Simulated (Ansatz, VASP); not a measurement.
Ge in VASP and in Ansatz

```xyz
2
Lattice="0.0000 2.8372 2.8372 2.8372 0.0000 2.8372 2.8372 2.8372 0.0000" Properties=species:S:1:pos:R:3 pbc="T T T"
Ge    0.0000    0.0000    0.0000
Ge    1.4186    1.4186    1.4186
```

Alike in both runs: functional r2SCAN; k mesh 10 × 10 × 10; occupations gaussian, width 0.01 eV; no spin polarisation.

Ansatz relaxed the structure, and its values are those at the end. VASP's run is a single point on that final structure, the one shown.

```csv
,VASP,Ansatz
version,VASP 6.6.1,Ansatz 0.2.0
potentials or method,"VASP PAW PBE potentials, release 64 (Ge_d)","scalar-relativistic, plane waves, PAW"
plane-wave cutoff (eV),520,500
valence electrons in the cell,28,28
```

|  | VASP | Ansatz | Ansatz less VASP |
| --- | --- | --- | --- |
| gap on the k mesh at the Fermi level (eV) | 0.32 | 0.36 | +0.039 |
| least direct gap on the mesh (eV) | 0.32 | 0.36 | +0.039 |
| pressure (GPa) | 0.1 | 0.0 | -0.05 |

VASP's potentials were made for PBE, not for r2SCAN. With one functional, cell and mesh, what is left measures potentials, basis and numerics.
